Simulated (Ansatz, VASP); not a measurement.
**Two plane-wave programs on BeZn2Se3**

```
CELL_PARAMETERS angstrom
3.92511 0.00000 0.00000
-1.96255 3.39924 0.00000
0.00000 0.00000 9.65325
ATOMIC_POSITIONS crystal
Be 0.66667 0.33333 0.33458
Zn 0.00000 0.00000 0.00948
Zn 0.33333 0.66667 0.65960
Se 0.33333 0.66667 0.91475
Se 0.66667 0.33333 0.56564
Se 0.00000 0.00000 0.26595
```

Alike in both runs: functional PBE; k mesh 6 × 6 × 2; occupations gaussian, width 0.1 eV; no spin polarisation.

Ansatz relaxed the structure, and its values are those at the end. VASP's run is a single point on that final structure, the one shown.

```csv
,VASP,Ansatz
version,VASP 6.6.1,Ansatz 0.2.0
potentials or method,"VASP PAW PBE potentials, release 64 (Be, Zn, Se), cutoff 520 eV","scalar-relativistic, plane waves, PAW"
valence electrons in the cell,44,74
```

VASP gave:

```
gap on the k mesh at the Fermi level (eV) : 1.75
least direct gap on the mesh (eV)         : 1.75
pressure (GPa)                            : 0.2
rms of the force components (eV/Å)        : 0.007
```

Question: What did Ansatz give for the same quantities?

Answer: gap on the k mesh at the Fermi level (eV): 1.75; least direct gap on the mesh (eV): 1.75; pressure (GPa): 0.0; rms of the force components (eV/Å): 0.007.

VASP's potentials hold 44 valence electrons a cell and Ansatz's 74, so a difference there can come from the potentials and not from the codes.
